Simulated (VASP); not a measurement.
Here is a VASP 6.6.1 calculation.

The input INCAR:

```
PREC = Accurate
ENCUT = 600
EDIFF = 1E-6
ISMEAR = -1
SIGMA = 0.05
LREAL = F
LASPH = T
NELM = 60
ALGO = Normal
ISIF = 3
LWAVE = F
LCHARG = F
GGA = PE
IBRION = 2
NSW = 60
EDIFFG = -0.005
```

The input KPOINTS:

```
regular mesh
0
Gamma
  14 14 14
```

The input POSCAR:

```
Cd
1.0
    2.9222419762      0.0000000000      0.0000000000
    0.0000000000      2.9222419762      0.0000000000
    0.0000000000      0.0000000000      2.9222419762
Cd
1
Direct
    0.0000000000      0.0000000000      0.0000000000
```

Potentials or basis: VASP PAW PBE potentials, release 64 (Cd).

Run with:

```bash
$ cat potpaw_PBE.64/Cd/POTCAR > POTCAR
$ mpirun -np 1 vasp_std > vasp.out
```

Question: Predict the space group after relaxing (to 0.05 Å).

Answer: Pm-3m (No. 221).

Question: Predict the band gap on the k mesh.

Answer: Zero (band 6 reaches 5.85 eV, above the bottom of band 7 at -0.59 eV).

Question: Estimate the relaxed cell.

Answer: a = 3.001 Å, b = 3.001 Å, c = 3.001 Å, α = 90.00°, β = 90.00°, γ = 90.00°.

Question: What does it give for the relaxed volume?

Answer: 27.03 Å³/atom.

Step by step:
| step | energy change (eV) | largest force (eV/Å) | pressure (GPa) | volume (Å³) |
| --- | --- | --- | --- | --- |
| 1 | 0.0000 | 0.0000 | 3.04 | 24.95 |
| 2 | -0.0176 | 0.0000 | 0.39 | 26.70 |
| 3 | -0.0181 | 0.0000 | 0.04 | 27.06 |
| 4 | -0.0181 | 0.0000 | -0.05 | 27.10 |
| 5 | -0.0181 | 0.0000 | -0.04 | 27.06 |
| 6 | -0.0180 | 0.0000 | 0.09 | 26.97 |
| 7 | -0.0181 | 0.0000 | 0.02 | 27.03 |
